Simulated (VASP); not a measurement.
# Ru (P6_3/mmc) in VASP: a series of runs, part 2 of 2

VASP 6.6.1. Earlier steps stand in the parts before.

**3. Single point, PBEsol (volume 13.108 Å^3 an atom, c/a of the conventional cell 1.7130)**

INCAR

```
  ALGO = Fast
  EDIFF = 1E-6
  ENCUT = 520
  GGA = PS
  ISIF = 2
  ISMEAR = 0
  LASPH = T
  LCHARG = F
  LREAL = F
  LWAVE = F
  NBANDS = 21
  NELM = 80
  PREC = Accurate
  SIGMA = 0.15
```

KPOINTS

```
k-points
0
Gamma
  21 21 12
```

POSCAR

```
Ru
1.0
    2.6047106029      0.0000000000      0.0000000000
   -1.3023553014      2.2557455516      0.0000000000
    0.0000000000      0.0000000000      4.4618692628
Ru
2
Direct
    0.3333333333      0.6666666667      0.2500000000
    0.6666666667      0.3333333333      0.7500000000
```

Potentials or basis: VASP PAW PBE potentials, release 64 (Ru_pv).

Run with:

```console
$ cat potpaw_PBE.64/Ru_pv/POTCAR > POTCAR
$ mpirun -np 1 vasp_std > vasp.out
```

OUTCAR:

```text
EDIFF = 1E-6
   ENCUT = 520
   GGA = PS
   ISIF = 2
   ISMEAR = 0
   LASPH = T
   LREAL = F
   NELM = 80
   PREC = Accurate

 ion  position               nearest neighbor table
   1  0.333  0.667  0.250-   2 2.69   2 2.69   2 2.69   2 2.69   2 2.69   2 2.69
   2  0.667  0.333  0.750-   1 2.69   1 2.69   1 2.69   1 2.69   1 2.69   1 2.69

  LATTYP: Found a hexagonal cell.
 ALAT       =     2.6047106029
 C/A-ratio  =     1.7130000000

  Lattice vectors:

[... 765 lines left out ...]
 [... further k-points ...]

------------------------ aborting loop because EDIFF is reached ----------------------------------------

  FORCE on cell =-STRESS in cart. coord.  units (eV):
  Direction    XX          YY          ZZ          XY          YZ          ZX
  --------------------------------------------------------------------------------------
  -------------------------------------------------------------------------------------
  Total        3.5528719      3.5528719     -3.4295292      0.0000000      0.0000000      0.0000000
  in kB      217.1319373    217.1319373   -209.5939100      0.0000000      0.0000000      0.0000000
  external PRESSURE =      74.8899882 kB  Pullay stress =       0.0000000 kB

 VOLUME and BASIS-vectors are now :
 -----------------------------------------------------------------------------
  energy-cutoff  :      520.00
  volume of cell :       26.22
      direct lattice vectors                 reciprocal lattice vectors
     2.604710603  0.000000000  0.000000000     0.383919810  0.221656206  0.000000000
    -1.302355301  2.255745552  0.000000000     0.000000000  0.443312411  0.000000000
     0.000000000  0.000000000  4.461869263     0.000000000  0.000000000  0.224121314

 POSITION                                       TOTAL-FORCE (eV/Angst)
 -----------------------------------------------------------------------------------
     -0.00000      1.50383      1.11547        -0.000000      0.000000      0.000000
      1.30236      0.75192      3.34640         0.000000     -0.000000      0.000000
 -----------------------------------------------------------------------------------
    total drift:                                0.000000     -0.000000      0.000000

  FREE ENERGIE OF THE ION-ELECTRON SYSTEM (eV)
  ---------------------------------------------------
  free  energy   TOTEN  =       -20.1559303664 eV

  energy  without entropy=      -20.1401021705  energy(sigma->0) =      -20.14801627
```

OSZICAR:

```text
N       E                     dE             d eps       ncg     rms          rms(c)
DAV:   1     0.288137057046E+03    0.28814E+03   -0.17555E+04 14120   0.149E+03
DAV:   2    -0.157746051348E+02   -0.30391E+03   -0.29479E+03 14457   0.449E+02
DAV:   3    -0.216506446506E+02   -0.58760E+01   -0.58420E+01 16697   0.698E+01
DAV:   4    -0.216934495529E+02   -0.42805E-01   -0.42744E-01 17597   0.573E+00
DAV:   5    -0.216939516578E+02   -0.50210E-03   -0.49883E-03 16115   0.552E-01    0.211E+01
RMM:   6    -0.202714486035E+02    0.14225E+01   -0.30078E+00 14586   0.144E+01    0.581E+00
RMM:   7    -0.201652313642E+02    0.10622E+00   -0.42862E-01 15682   0.488E+00    0.107E+00
RMM:   8    -0.201570023105E+02    0.82291E-02   -0.24183E-02 15993   0.150E+00    0.518E-01
RMM:   9    -0.201559035134E+02    0.10988E-02   -0.30170E-03 16185   0.498E-01    0.847E-02
RMM:  10    -0.201559262050E+02   -0.22692E-04   -0.52531E-04 16488   0.219E-01    0.305E-02
RMM:  11    -0.201559300503E+02   -0.38454E-05   -0.10259E-04 17604   0.698E-02    0.114E-02
RMM:  12    -0.201559309655E+02   -0.91513E-06   -0.14544E-05 15989   0.288E-02    0.863E-03
RMM:  13    -0.201559303664E+02    0.59904E-06   -0.38311E-06 14138   0.161E-02
   1 F= -.20155930E+02 E0= -.20148016E+02  d E =-.158282E-01
```

Run time: 96 s. Hardware: 1 thread of Intel Xeon Platinum 8488C (Sapphire Rapids), shared host; peak memory 0.25 GiB.

What came out:

* Free energy: -20.1559 eV
* Pressure: 7.5 GPa
* Band gap on the k mesh: zero (band 14 reaches 15.06 eV, above the bottom of band 15 at 11.94 eV)

Caveat: the PAW data sets were made with another functional, which shifts forces and pressure a little.

**4. Single point, PBEsol (volume 13.108 Å^3 an atom, c/a of the conventional cell 1.5067)**

INCAR

```
SYSTEM = Ru
ALGO = Fast
EDIFF = 1E-6
ENCUT = 520
GGA = PS
ISIF = 2
ISMEAR = 0
LASPH = .True.
LCHARG = .False.
LREAL = .False.
LWAVE = .False.
NBANDS = 21
NELM = 100
PREC = Accurate
SIGMA = 0.15
```

KPOINTS

```
k-points
0
Gamma
  21 21 12
  0 0 0
```

POSCAR

```
Ru
1.0
    2.7185438099      0.0000000000      0.0000000000
   -1.3592719049      2.3543280007      0.0000000000
    0.0000000000      0.0000000000      4.0960299583
Ru
2
Direct
    0.3333333333      0.6666666667      0.2500000000
    0.6666666667      0.3333333333      0.7500000000
```

Run with:

```console
$ cat potpaw_PBE.64/Ru_pv/POTCAR > POTCAR
$ mpirun -np 1 vasp_std > vasp.out
```

Run time: 92 s. Hardware: 1 thread of Intel Xeon Platinum 8488C (Sapphire Rapids), shared host; peak memory 0.25 GiB.

The run converged. Its results:

```yaml
Free_energy: -20.2811 eV
Pressure: 7.4 GPa
Band_gap_on_the_k_mesh: zero (band 14 reaches 14.81 eV, above the bottom of band 15 at 11.46 eV)
```

Stress tensor (GPa, compression positive):
```
-0.48  0.00  0.00
 0.00 -0.48  0.00
 0.00  0.00 23.22
```

Levels at points of the mesh, in eV from the Fermi level:
| k point | band 10 | band 11 | band 12 | band 13 | band 14 | band 15 | band 16 | band 17 | band 18 | band 19 |
| --- | --- | --- | --- | --- | --- | --- | --- | --- | --- | --- |
| (0.00, 0.00, 0.00) | -2.84 | -2.10 | -1.98 | -1.98 | -1.88 | -1.88 | 1.23 | 1.23 | 1.87 | 10.21 |
| (0.00, 0.00, 0.50) | -3.15 | -3.15 | -3.15 | -2.59 | -2.59 | 0.63 | 0.63 | 0.63 | 0.63 | 10.22 |

Caveat: the PAW data sets were made with another functional, which shifts forces and pressure a little.

**5. Single point, PBEsol (volume 13.108 Å^3 an atom, c/a of the conventional cell 1.6589)**

INCAR

```
ALGO = Fast
EDIFF = 1E-7
ENCUT = 520
GGA = PS
ISIF = 2
ISMEAR = 0
LASPH = T
LCHARG = T
LELF = T
LREAL = F
LVHAR = T
LWAVE = F
NBANDS = 21
NELM = 60
PREC = Accurate
SIGMA = 0.15
```

KPOINTS

```
k-points
0
Gamma
  21 21 12
```

POSCAR

```
Ru
1.0
    2.6327231756      0.0000000000      0.0000000000
   -1.3163615878      2.2800051512      0.0000000000
    0.0000000000      0.0000000000      4.3674244761
Ru
2
Direct
    0.3333333333      0.6666666667      0.2500000000
    0.6666666667      0.3333333333      0.7500000000
```

Run with:

```console
$ cat potpaw_PBE.64/Ru_pv/POTCAR > POTCAR
$ mpirun -np 1 vasp_std > vasp.out
```

Wall time 90 s (1 thread of Intel Xeon Platinum 8488C (Sapphire Rapids), shared host); peak memory 0.25 GiB.

The run converged. Its results:

* Free energy: -20.2749 eV
* Pressure: 6.1 GPa
* Band gap on the k mesh: zero (band 14 reaches 15.16 eV, above the bottom of band 15 at 11.78 eV)

Stress tensor (GPa, compression positive):
```
 14.54   0.00   0.00
  0.00  14.54   0.00
  0.00   0.00 -10.90
```

Levels at points of the mesh, in eV from the Fermi level:
| k point | band 10 | band 11 | band 12 | band 13 | band 14 | band 15 | band 16 | band 17 | band 18 | band 19 |
| --- | --- | --- | --- | --- | --- | --- | --- | --- | --- | --- |
| (0.00, 0.00, 0.00) | -2.71 | -2.71 | -2.10 | -2.10 | -1.09 | -1.09 | 0.73 | 1.27 | 1.27 | 10.00 |
| (0.00, 0.00, 0.50) | -3.13 | -2.78 | -2.78 | -2.78 | -2.78 | 0.58 | 0.58 | 0.58 | 0.58 | 10.24 |

Caveat: the PAW data sets were made with another functional, which shifts forces and pressure a little.

**6. Overview**

```tsv
cell	further INCAR settings	gap on the mesh (eV)	pressure (GPa)
a = 2.661, b = 2.661, c = 4.275 Å, angles 90.0, 90.0, 120.0°, 2 atoms	ALGO = Fast; EDIFF = 1e-07; NBANDS = 21	none	5.7
a = 2.605, b = 2.605, c = 4.462 Å, angles 90.0, 90.0, 120.0°, 2 atoms	ALGO = Fast; EDIFF = 1e-06; NBANDS = 21	none	7.5
a = 2.719, b = 2.719, c = 4.096 Å, angles 90.0, 90.0, 120.0°, 2 atoms	ALGO = Fast; EDIFF = 1e-06; NBANDS = 21	none	7.4
a = 2.633, b = 2.633, c = 4.367 Å, angles 90.0, 90.0, 120.0°, 2 atoms	ALGO = Fast; EDIFF = 1e-07; NBANDS = 21	none	6.1
```

Alike in all rows: task single point; level PBEsol; potentials or basis VASP PAW PBE potentials, release 64 (Ru_pv); no spin polarisation; k mesh 21 × 21 × 12; cutoff (eV) 520; smearing gaussian 0.15 eV.

Caveats: the PAW data sets were made with another functional, which shifts forces and pressure a little.

Absolute energies hang on the potentials; compare differences alone.
